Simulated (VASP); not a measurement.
# SiNi3 (Pm-3m) in VASP: a series of runs

SiNi3 is run at these levels: PBE, revPBE; tasks: single point.

Program: VASP 6.6.1. These are calculated values, not measurements. Logs are shortened: lines on timing, memory, paths and dates and some standing lists are left out, and cuts for length are marked.

## 1. The cell of the first run

The structure is cubic, space group Pm-3m (No. 221). Conventional cell: a = 3.494 Å, b = 3.494 Å, c = 3.494 Å, α = 90.00°, β = 90.00°, γ = 90.00°. Ni (site symmetry 4/mmm) has 8 Ni at 2.47 Å and 4 Si at 2.47 Å within 3.3 Å. Si (site symmetry m-3m) has 12 Ni at 2.47 Å within 3.3 Å.

## 2. Single point, PBE, collinear spin, ferromagnetic start (10.66 Å³/atom)

INCAR

```
PREC     = Accurate       # precision mode
ENCUT    = 520            # plane-wave cutoff, eV
EDIFF    = 1E-7           # SCF threshold, eV
ISMEAR   = -1             # smearing method
SIGMA    = 0.05           # smearing width, eV
LREAL    = False          # projectors in reciprocal space
LASPH    = True           # aspherical terms in the spheres
NELM     = 150            # most SCF steps
ALGO     = Normal         # electronic algorithm
ISIF     = 2              # what is computed and relaxed
LWAVE    = False          # write WAVECAR
LCHARG   = True           # write CHGCAR
ISPIN    = 2              # spin polarisation
MAGMOM   = 1 1 1 0        # initial moments
LORBIT   = 11             # projections on sites
LMAXMIX  = 4              # l up to which the mixer works
GGA      = PE             # functional
LELF     = True           # ELF
LVHAR    = True         
NBANDS   = 29             # bands
```

KPOINTS

```
Automatic mesh
0
Gamma
  8 8 8
```

POSCAR

```
SiNi3
1.0
    3.4941292669      0.0000000000      0.0000000000
    0.0000000000      3.4941292669      0.0000000000
    0.0000000000      0.0000000000      3.4941292669
Ni Si
3 1
Direct
    0.5000000000      0.5000000000      0.0000000000
    0.5000000000      0.0000000000      0.5000000000
    0.0000000000      0.5000000000      0.5000000000
    0.0000000000      0.0000000000      0.0000000000
```

Potentials or basis: VASP PAW PBE potentials, release 64 (Ni, Si).

On the command line:

```sh
$ cat potpaw_PBE.64/Ni/POTCAR potpaw_PBE.64/Si/POTCAR > POTCAR
$ mpirun -np 1 vasp_std > vasp.out
```

OUTCAR:

```text
PREC = Accurate
   ENCUT = 520
   EDIFF = 1E-7
   ISMEAR = -1
   LREAL = False
   LASPH = True
   NELM = 150
   ISIF = 2
   ISPIN = 2
   LORBIT = 11
   GGA = PE

 ion  position               nearest neighbor table
   1  0.500  0.500  0.000-   2 2.47   3 2.47   4 2.47   2 2.47   3 2.47   2 2.47   4 2.47   2 2.47
                             3 2.47   4 2.47   3 2.47   4 2.47
   2  0.500  0.000  0.500-   1 2.47   3 2.47   4 2.47   1 2.47   4 2.47   1 2.47   3 2.47   1 2.47
                             3 2.47   4 2.47   4 2.47   3 2.47
   3  0.000  0.500  0.500-   1 2.47   2 2.47   4 2.47   1 2.47   4 2.47   2 2.47   4 2.47   4 2.47
                             1 2.47   2 2.47   1 2.47   2 2.47
   4  0.000  0.000  0.000-   1 2.47   2 2.47   3 2.47   2 2.47   3 2.47   1 2.47   3 2.47   3 2.47
                             1 2.47   2 2.47   2 2.47   1 2.47

  LATTYP: Found a simple cubic cell.
 ALAT       =     3.4941292669

  Lattice vectors:

 A1 = (   3.4941292669,   0.0000000000,   0.0000000000)
 A2 = (   0.0000000000,   3.4941292669,   0.0000000000)
 A3 = (   0.0000000000,   0.0000000000,   3.4941292669)

Analysis of symmetry for initial positions (statically):
=====================================================================
 Subroutine PRICEL returns:
 Original cell was already a primitive cell.

 Routine SETGRP: Setting up the symmetry group for a
 simple cubic supercell.

 Subroutine GETGRP returns: Found 48 space group operations
 (whereof 48 operations were pure point group operations)
 out of a pool of 48 trial point group operations.

The static configuration has the point symmetry O_h .

Analysis of symmetry for dynamics (positions and initial velocities):
=====================================================================
 Subroutine PRICEL returns:
 Original cell was already a primitive cell.

 Routine SETGRP: Setting up the symmetry group for a
 simple cubic supercell.

 Subroutine GETGRP returns: Found 48 space group operations
 (whereof 48 operations were pure point group operations)
 out of a pool of 48 trial point group operations.

The dynamic configuration has the point symmetry O_h .

Analysis of structural, dynamic, and magnetic symmetry:
=====================================================================
 Subroutine PRICEL returns:
 Original cell was already a primitive cell.

 Routine SETGRP: Setting up the symmetry group for a
 simple cubic supercell.

 Subroutine GETGRP returns: Found 48 space group operations
 (whereof 48 operations were pure point group operations)
 out of a pool of 48 trial point group operations.

The overall configuration has the point symmetry O_h .

 Subroutine INISYM returns: Found 48 space group operations
 (whereof 48 operations are pure point group operations),
 and found     1 'primitive' translations

----------------------------------------------------------------------------------------

                                     Primitive cell

  volume of cell :      42.6596

  direct lattice vectors                    reciprocal lattice vectors
     3.494129267  0.000000000  0.000000000     0.286194334  0.000000000  0.000000000
     0.000000000  3.494129267  0.000000000     0.000000000  0.286194334  0.000000000
     0.000000000  0.000000000  3.494129267     0.000000000  0.000000000  0.286194334

  length of vectors
     3.494129267  3.494129267  3.494129267     0.286194334  0.286194334  0.286194334

  position of ions in fractional coordinates (direct lattice)
     0.500000000  0.500000000  0.000000000
     0.500000000  0.000000000  0.500000000
     0.000000000  0.500000000  0.500000000
     0.000000000  0.000000000  0.000000000

  ion indices of the primitive-cell ions
   primitive index   ion index
                 1           1
                 2           2
                 3           3
                 4           4

----------------------------------------------------------------------------------------

 KPOINTS: Automatic mesh

Automatic generation of k-mesh.
 Grid dimensions read from file:
 generate k-points for:    8    8    8

 Generating k-lattice:

  Cartesian coordinates                     Fractional coordinates (reciprocal lattice)
     0.035774292  0.000000000  0.000000000     0.125000000  0.000000000  0.000000000
     0.000000000  0.035774292  0.000000000     0.000000000  0.125000000  0.000000000
     0.000000000  0.000000000  0.035774292     0.000000000  0.000000000  0.125000000

  Length of vectors
     0.035774292  0.035774292  0.035774292

  Shift w.r.t. Gamma in fractional coordinates (k-lattice)
     0.000000000  0.000000000  0.000000000

 Subroutine IBZKPT returns following result:
 ===========================================

 Found     35 irreducible k-points:

 Following reciprocal coordinates:
            Coordinates               Weight
  0.000000  0.000000  0.000000      1.000000
  0.125000  0.000000  0.000000      6.000000
  0.250000  0.000000  0.000000      6.000000
  0.375000  0.000000  0.000000      6.000000
  0.500000  0.000000  0.000000      3.000000
  0.125000  0.125000  0.000000     12.000000
[... 16 lines left out ...]
  0.375000  0.375000  0.125000     24.000000
  0.500000  0.375000  0.125000     24.000000
 [... further k-points ...]
   k-points           NKPTS =     35   k-points in BZ     NKDIM =     35   number of bands    NBANDS=     29
   number of dos      NEDOS =    301   number of ions     NIONS =      4
   total plane-waves  NPLWV =  21952
   dimension x,y,z NGX =    28 NGY =   28 NGZ =   28
   dimension x,y,z NGXF=    56 NGYF=   56 NGZF=   56
   ions per type =               3   1
   NGX,Y,Z   is equivalent  to a cutoff of  13.32, 13.32, 13.32 a.u.
   NGXF,Y,Z  is equivalent  to a cutoff of  26.64, 26.64, 26.64 a.u.
 SYSTEM =  unknown system
   PREC   = accura    normal or accurate (medium, high low for compatibility)
   ISTART =      0    job   : 0-new  1-cont  2-samecut
   ICHARG =      2    charge: 1-file 2-atom 10-const
   ISPIN  =      2    spin polarized calculation?
   LNONCOLLINEAR =      F non collinear calculations
   LSORBIT =      F    spin-orbit coupling
   LASPH  =      T    aspherical Exc in radial PAW
   ENCUT  =  520.0 eV  38.22 Ry    6.18 a.u.   6.50  6.50  6.50*2*pi/ulx,y,z
   NELM   =    150;   NELMIN=  2; NELMDL= -5     # of ELM steps
   EDIFF  = 0.1E-06   stopping-criterion for ELM
   LREAL  =      F    real-space projection
   EDIFFG = 0.1E-05   stopping-criterion for IOM
   NSW    =      0    number of steps for IOM
   IBRION =     -1    ionic relax: 0-MD 1-quasi-New 2-CG
   NFREE  =      0    steps in history (QN), initial steepest desc. (CG)
   ISIF   =      2    stress and relaxation
   ISYM   =      2    0-nonsym 1-usesym 2-fastsym
   POTIM  = 0.5000    time-step for ionic-motion
   TEBEG  =    0.0;   TEEND  =   0.0 temperature during run
   PSTRESS=    0.0 pullay stress
   NELECT =      34.0000    total number of electrons
   NUPDOWN=      -1.0000    fix difference up-down
   EMIN   =  10.00;   EMAX   =-10.00  energy-range for DOS
   EFERMI =   0.00;   METHOD = LEGACY
   ISMEAR =    -1;   SIGMA  =   0.05  broadening in eV -4-tet -1-fermi 0-gaus
   EFERMI_NEDOS =   21; number of points for ismear=-14 and -15
   IALGO  =     38    algorithm
   IMIX   =      4    mixing-type and parameters
     AMIX     =   0.40;   BMIX     =  1.00
     AMIX_MAG =   1.60;   BMIX_MAG =  1.00
  volume/ion in A,a.u.               =      10.66        71.97
  Fermi-wavevector in a.u.,A,eV,Ry     =   1.517850  2.868320 31.346033  2.303868
  Thomas-Fermi vector in A             =   2.627050
   LORBIT       =     11    0 simple, 1 ext, 2 COOP (PROOUT), +10 PAW based schemes
   GGA     = PE    functional components
   LHFCALC =     F    Hartree Fock is set to
   AEXX    =    0.0000 exact exchange contribution
   IVDW    =     0    specifies the selected vdW correction
   LEPSILON=     F    determine dielectric tensor
   LRPA    =     F    only Hartree local field effects (RPA)
 spin polarized calculation
  energy-cutoff  :      520.00
  volume of cell :       42.66
 maximum number of plane-waves:      1189
 NGX is ok and might be reduce to    28
   NGX = 13   NGY = 13   NGZ = 13

 number of electron      33.9999976 magnetization      -0.0040451

 number of electron      33.9999976 magnetization       0.0001520

 Free energy of the ion-electron system (eV)
  ---------------------------------------------------
  ext. energy  EPLUGINS =         0.00000000
  ---------------------------------------------------
  free energy    TOTEN  =       -23.68465130 eV

  energy without entropy =      -23.66665519  energy(sigma->0) =      -23.67565325

 E-fermi :  10.8098     XC(G=0): -13.1547

 val. band max:       10.7479008624   @ k =   0.1250   0.1250   0.0000
 cond. band min:      10.8208915044   @ k =   0.5000   0.3750   0.3750
 fundamental gap:      0.0729906420
 Fermi energy:        10.8097640501

 spin component 1

 k-point     1 :       0.0000    0.0000    0.0000
  band No.  band energies     occupation
      1      -1.1973      1.00000
      2       5.8735      1.00000
      3       6.6988      1.00000
      4       6.6988      1.00000
      5       7.2235      1.00000
      6       7.2235      1.00000
[... 757 lines left out ...]
     28      25.8080      0.00000
     29      28.0177      0.00000

 [... further k-points ...]

 spin component 2

 k-point     1 :       0.0000    0.0000    0.0000
  band No.  band energies     occupation
      1      -1.1974      1.00000
      2       5.8735      1.00000
      3       6.6988      1.00000
      4       6.6988      1.00000
      5       7.2236      1.00000
      6       7.2236      1.00000
[... 757 lines left out ...]
     28      25.8080      0.00000
     29      28.0176      0.00000

 [... further k-points ...]

------------------------ aborting loop because EDIFF is reached ----------------------------------------

  FORCE on cell =-STRESS in cart. coord.  units (eV):
  Direction    XX          YY          ZZ          XY          YZ          ZX
  --------------------------------------------------------------------------------------
  -------------------------------------------------------------------------------------
  Total        0.6101391      0.6101391      0.6101391     -0.0000000     -0.0000000      0.0000000
  in kB       22.9151393     22.9151393     22.9151393     -0.0000000     -0.0000000      0.0000000
  external PRESSURE =      22.9151393 kB  Pullay stress =       0.0000000 kB

 VOLUME and BASIS-vectors are now :
 -----------------------------------------------------------------------------
  energy-cutoff  :      520.00
  volume of cell :       42.66
      direct lattice vectors                 reciprocal lattice vectors
     3.494129267  0.000000000  0.000000000     0.286194334  0.000000000  0.000000000
     0.000000000  3.494129267  0.000000000     0.000000000  0.286194334  0.000000000
     0.000000000  0.000000000  3.494129267     0.000000000  0.000000000  0.286194334

 POSITION                                       TOTAL-FORCE (eV/Angst)
 -----------------------------------------------------------------------------------
      1.74706      1.74706      0.00000         0.000000      0.000000      0.000000
      1.74706      0.00000      1.74706         0.000000      0.000000      0.000000
      0.00000      1.74706      1.74706         0.000000      0.000000      0.000000
      0.00000      0.00000      0.00000         0.000000      0.000000      0.000000
 -----------------------------------------------------------------------------------
    total drift:                                0.000000      0.000000      0.000000

  FREE ENERGIE OF THE ION-ELECTRON SYSTEM (eV)
  ---------------------------------------------------
  free  energy   TOTEN  =       -23.6846513005 eV

  energy  without entropy=      -23.6666551899  energy(sigma->0) =      -23.67565325

 total charge

# of ion       s       p       d       tot
------------------------------------------
    1        0.489   0.581   8.416   9.486
    2        0.489   0.581   8.416   9.486
    3        0.489   0.581   8.416   9.486
    4        0.730   0.828   0.000   1.558
--------------------------------------------------
tot          2.198   2.571  25.248  30.016

 magnetization (x)

# of ion       s       p       d       tot
------------------------------------------
    1       -0.000  -0.000   0.000   0.000
    2       -0.000  -0.000   0.000   0.000
    3       -0.000  -0.000   0.000   0.000
    4       -0.000  -0.000   0.000  -0.000
--------------------------------------------------
tot         -0.000  -0.000   0.000   0.000
```

Wall time 67 s (1 thread of AMD EPYC 7R13 (Zen 3), shared host); peak memory 0.18 GiB.

Results:

```
Free energy                                           : -23.6847 eV
Pressure                                              : 2.3 GPa
Band gap on the k mesh                                : zero (filled and empty bands overlap)
Net moment                                            : 0.00 μB per cell
Valence electrons inside the program's atomic spheres : Ni 9.49; Si 1.56
```

Levels at points of the mesh, in eV from the Fermi level:
Spin up:
| k point | band 15 | band 16 | band 17 | band 18 | band 19 | band 20 |
| --- | --- | --- | --- | --- | --- | --- |
| (0.00, 0.00, 0.00) | -0.63 | -0.30 | 0.03 | 0.03 | 0.03 | 4.92 |
| (0.50, 0.00, 0.00) | -1.16 | -0.57 | 0.03 | 3.64 | 3.64 | 5.28 |
| (0.50, 0.50, 0.00) | -1.13 | -1.03 | -0.96 | 0.66 | 0.66 | 5.65 |
| (0.50, 0.50, 0.50) | -1.26 | -0.41 | -0.21 | -0.21 | -0.21 | 1.25 |
Spin down:
```csv
k point,band 13,band 14,band 15,band 16,band 17,band 18,band 19,band 20,band 21,band 22
"(0.00, 0.00, 0.00)",-0.90,-0.63,-0.63,-0.30,0.03,0.03,0.03,4.92,6.37,6.37
"(0.50, 0.00, 0.00)",-1.33,-1.31,-1.16,-0.57,0.03,3.64,3.64,5.28,5.29,5.29
"(0.50, 0.50, 0.00)",-1.46,-1.45,-1.13,-1.03,-0.96,0.66,0.66,5.65,6.39,7.71
"(0.50, 0.50, 0.50)",-1.47,-1.26,-1.26,-0.41,-0.21,-0.21,-0.21,1.25,4.07,4.07
```

## 3. Single point, revPBE, collinear spin, ferromagnetic start

This run uses another cell than the first one, of 11.11 Å³/atom.

INCAR

```
ALGO = Normal
EDIFF = 1E-6
ENCUT = 520
GGA = RE
ISIF = 2
ISMEAR = -1
ISPIN = 2
LASPH = T
LCHARG = T
LELF = T
LMAXMIX = 4
LORBIT = 11
LREAL = F
LVHAR = T
LWAVE = F
MAGMOM = 1 1 1 0
NBANDS = 29
NELM = 150
PREC = Accurate
SIGMA = 0.05
```

KPOINTS

```
k-points
0
Gamma
  8 8 8
```

POSCAR

```
SiNi3
1.0
    3.5420000000      0.0000000000      0.0000000000
    0.0000000000      3.5420000000      0.0000000000
    0.0000000000      0.0000000000      3.5420000000
Ni Si
3 1
Direct
    0.5000000000      0.5000000000      0.0000000000
    0.5000000000      0.0000000000      0.5000000000
    0.0000000000      0.5000000000      0.5000000000
    0.0000000000      0.0000000000      0.0000000000
```

Potentials or basis: VASP PAW PBE potentials, release 64 (Ni, Si).

On the command line:

```sh
$ cat potpaw_PBE.64/Ni/POTCAR potpaw_PBE.64/Si/POTCAR > POTCAR
$ mpirun -np 1 vasp_std > vasp.out
```

It took 3 min on 1 thread of AMD EPYC, shared host; peak memory 0.18 GiB.

Results (log left out):

```yaml
Free_energy: -22.1674 eV
Pressure: -2.6 GPa
Band_gap_on_the_k_mesh: zero (filled and empty bands overlap)
Net_moment: 0.00 μB per cell
Valence_electrons_inside_the_program's_atomic_spheres: Ni 9.40; Si 1.54
```

Levels at points of the mesh, in eV from the Fermi level:
Spin up:
```tsv
k point	band 15	band 16	band 17	band 18	band 19	band 20
(0.00, 0.00, 0.00)	-0.60	-0.29	0.02	0.02	0.02	4.58
(0.50, 0.00, 0.00)	-1.10	-0.54	0.03	3.48	3.48	5.02
(0.50, 0.50, 0.00)	-1.06	-0.97	-0.90	0.62	0.62	5.40
(0.50, 0.50, 0.50)	-1.19	-0.33	-0.20	-0.20	-0.20	1.09
```
Spin down:
| k point | band 14 | band 15 | band 16 | band 17 | band 18 | band 19 | band 20 | band 21 |
| --- | --- | --- | --- | --- | --- | --- | --- | --- |
| (0.00, 0.00, 0.00) | -0.60 | -0.60 | -0.29 | 0.02 | 0.02 | 0.02 | 4.58 | 6.17 |
| (0.50, 0.00, 0.00) | -1.24 | -1.10 | -0.54 | 0.03 | 3.48 | 3.48 | 5.02 | 5.19 |
| (0.50, 0.50, 0.00) | -1.36 | -1.06 | -0.97 | -0.90 | 0.62 | 0.62 | 5.40 | 6.19 |
| (0.50, 0.50, 0.50) | -1.19 | -1.19 | -0.33 | -0.20 | -0.20 | -0.20 | 1.09 | 3.89 |

Caveat: the PAW data sets were made with another functional, which shifts forces and pressure a little.
